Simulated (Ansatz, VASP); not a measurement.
**ZnS: VASP beside Ansatz**

INCAR

```
PREC = Accurate
ENCUT = 520
EDIFF = 1E-6
ISMEAR = 0
SIGMA = 0.05
LREAL = F
LASPH = T
NELM = 80
ALGO = Normal
ISIF = 2
LWAVE = F
LCHARG = F
GGA = PE
NBANDS = 26
```

Contents of KPOINTS:

```
regular mesh
0
Gamma
  9 9 4
```

The input POSCAR:

```
ZnS
1.0
    3.9482351536      0.0000000000      0.0000000000
   -1.9741175768      3.4192719432      0.0000000000
    0.0000000000      0.0000000000      6.3037246812
Zn S
2 2
Direct
    0.2993460745      0.6666666667      0.0052003729
    0.7006539255      0.3333333333      0.5052003729
    0.3607984271      0.6666666667      0.3797996271
    0.6392015729      0.3333333333      0.8797996271
```

Input for Ansatz:

```yaml
crystal:
  lattice:
    - [3.9482351536, 0.0, 0.0]
    - [-1.9741175768, 3.4192719432, 0.0]
    - [0.0, 0.0, 6.3037246812]
  atoms:
    - { symbol: Zn, position: [0.2993460745, 0.6666666667, 0.0052003729] }
    - { symbol: Zn, position: [0.7006539255, 0.3333333333, 0.5052003729] }
    - { symbol: S, position: [0.3607984271, 0.6666666667, 0.3797996271] }
    - { symbol: S, position: [0.6392015729, 0.3333333333, 0.8797996271] }
basis:
  ecutwfc: 520.0
kpoints:
  mp_grid: { grid: [9, 9, 4] }
hamiltonian:
  xc: pbe
scf:
  occupations: { method: gaussian, width: 0.05 }
output:
  forces: true
  stress: true
  eigenvalues: true
```

Change from the starting cell: mode 4 frozen in at -0.131 Å, equal normal strain along x and y +0.0267.

Alike in both runs: task single point; functional PBE; k mesh 9 × 9 × 4; occupations gaussian, width 0.05 eV; no spin polarisation.

|  | VASP | Ansatz |
| --- | --- | --- |
| version | VASP 6.6.1 | Ansatz 0.2.0 |
| potentials or method | VASP PAW PBE potentials, release 64 (Zn, S), cutoff 520 eV | scalar-relativistic, plane waves, PAW |
| valence electrons in the cell | 36 | 36 |

|  | VASP | Ansatz | Ansatz less VASP |
| --- | --- | --- | --- |
| gap on the k mesh at the Fermi level (eV) | 1.82 | 1.82 | 0.000 |
| least direct gap on the mesh (eV) | 1.82 | 1.82 | 0.000 |
| pressure (GPa) | -3.2 | -3.3 | -0.13 |
| traceless stress, the component that is largest in VASP (GPa) | 1.74 | 1.73 | -0.008 |
| rms of the force components (eV/Å) | 0.083 | 0.084 | +0.0004 |

Atom by atom the forces differ by 0.001 eV/Å (rms over components).
